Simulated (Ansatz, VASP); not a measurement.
BeCr3: VASP beside Ansatz

The input INCAR:

```
SYSTEM = BeCr3
PREC = Accurate
ENCUT = 600
EDIFF = 1E-6
ISMEAR = -1
SIGMA = 0.05
LREAL = .FALSE.
LASPH = .TRUE.
NELM = 200
ALGO = Normal
ISIF = 2
LWAVE = .FALSE.
LCHARG = .FALSE.
ISPIN = 2
MAGMOM = 2.26667 2.26667 2.26667 0
LORBIT = 11
NUPDOWN = 6.8
LMAXMIX = 4
GGA = PE
NBANDS = 34
GGA_COMPAT = .FALSE.
```

KPOINTS

```
Automatic mesh
0
G
  6 6 6
  0 0 0
```

POSCAR

```
BeCr3
1.0
    3.5112140000      0.0000000000      0.0000000000
    0.0000000000      3.5112140000      0.0000000000
    0.0000000000      0.0000000000      3.5112140000
Cr Be
3 1
Direct
    0.5000000000      0.5000000000      0.0000000000
    0.5000000000      0.0000000000      0.5000000000
    0.0000000000      0.5000000000      0.5000000000
    0.0000000000      0.0000000000      0.0000000000
```

The input input.yaml:

```yaml
crystal:
  lattice:
    - [3.511214, 0.0, 0.0]
    - [0.0, 3.511214, 0.0]
    - [0.0, 0.0, 3.511214]
  atoms:
    - { symbol: Cr, position: [0.5, 0.5, 0.0], spin: 2.2666666667 }
    - { symbol: Cr, position: [0.5, 0.0, 0.5], spin: 2.2666666667 }
    - { symbol: Cr, position: [0.0, 0.5, 0.5], spin: 2.2666666667 }
    - { symbol: Be, position: [0.0, 0.0, 0.0] }
hamiltonian:
  xc: pbe
  pseudopotentials: { kind: paw }
magnetization:
  spin_polarized: true
  initial_magnetization: 6.8
  spin_locking: { lock_magnetization: hard }
kpoints:
  mp_grid: { grid: [6, 6, 6] }
scf:
  occupations: { method: fermi_dirac, width: 0.05 }
  lower_state_search: "off"
output:
  forces: true
  stress: true
  eigenvalues: true
```

Alike in both runs: task single point; functional PBE; k mesh 6 × 6 × 6; occupations fermi-dirac, width 0.05 eV; collinear spin; fixed moment 6.8 μB.

|  | VASP | Ansatz |
| --- | --- | --- |
| version | VASP 6.6.1 | Ansatz 0.2.0 |
| potentials or method | VASP PAW PBE potentials, release 64 (Cr_sv, Be) | Ansatz PAW |
| plane-wave cutoff (eV) | 600 | 420 |
| valence electrons in the cell | 44 | 44 |

|  | VASP | Ansatz | Ansatz less VASP |
| --- | --- | --- | --- |
| pressure (GPa) | 22.9 | 25.2 | +2.28 |
| net moment per atom (μB) | 1.70 | 1.70 | 0.000 |
| size of the moment on the site where the two differ most (μB) | 1.93 | 2.03 | +0.099 |

Site moments also hang on the region over which each program counts them.
